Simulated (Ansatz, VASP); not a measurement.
Two plane-wave programs on Bi

```
CELL_PARAMETERS angstrom
3.48536 0.00000 0.00000
-1.74268 3.01841 0.00000
0.00000 0.00000 5.71536
ATOMIC_POSITIONS crystal
Bi 0.33333 0.66667 0.25000
Bi 0.66667 0.33333 0.75000
```

Alike in both runs: functional PBEsol; k mesh 10 × 10 × 6; occupations fermi-dirac, width 0.1 eV; no spin polarisation.

Ansatz relaxed the structure, and its values are those at the end. VASP's run is a single point on that final structure, the one shown.

|  | VASP | Ansatz |
| --- | --- | --- |
| version | VASP 6.6.1 | Ansatz 0.2.0 |
| potentials or method | VASP PAW PBE potentials, release 64 (Bi_d), cutoff 520 eV | plane waves (420 eV) with PAW, scalar-relativistic |
| valence electrons in the cell | 30 | 30 |

|  | VASP | Ansatz | Ansatz less VASP |
| --- | --- | --- | --- |
| pressure (GPa) | -0.1 | 0.0 | +0.08 |

VASP's potentials were made for PBE, not for PBEsol, and Ansatz warns of the same on its side.

Neither program's run includes spin-orbit coupling.
